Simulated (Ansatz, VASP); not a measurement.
## Two plane-wave programs on MgSi3N2

```
CELL_PARAMETERS angstrom
2.43643 1.40667 3.94020
-2.43643 1.40667 3.94020
0.00000 -2.81335 3.94020
ATOMIC_POSITIONS crystal
Mg 0.00000 0.00000 0.00000
Si 0.00000 0.50000 0.00000
Si 0.50000 0.00000 0.00000
Si 0.00000 0.00000 0.50000
N 0.62259 0.62259 0.62259
N 0.37741 0.37741 0.37741
```

Change from the starting cell: species swapped into the Gd2AlFe3 type (R-3m, No. 166).

Alike in both runs: task single point; functional PBE; k mesh 6 × 6 × 6; occupations gaussian, width 0.1 eV; no spin polarisation.

|  | VASP | Ansatz |
| --- | --- | --- |
| version | VASP 6.6.1 | Ansatz 0.2.0 |
| potentials or method | VASP PAW PBE potentials, release 64 (Mg, Si, N), cutoff 520 eV | scalar-relativistic, plane waves, PAW |
| valence electrons in the cell | 24 | 32 |

VASP gave:

```
gap on the k mesh at the Fermi level (eV)                     : none
pressure (GPa)                                                : 6.3
traceless stress, the component that is largest in VASP (GPa) : 9.08
rms of the force components (eV/Å)                            : 0.143
```

**Question.** Which values does Ansatz return?

**Answer.** gap on the k mesh at the Fermi level (eV): none; pressure (GPa): 6.3; traceless stress, the component that is largest in VASP (GPa): 9.01; rms of the force components (eV/Å): 0.142.

Atom by atom the forces differ by 0.001 eV/Å (rms over components). A gap of «none» marks a metal or a gap that the smearing closes. VASP's potentials hold 24 valence electrons a cell and Ansatz's 32, so a difference there can come from the potentials and not from the codes.
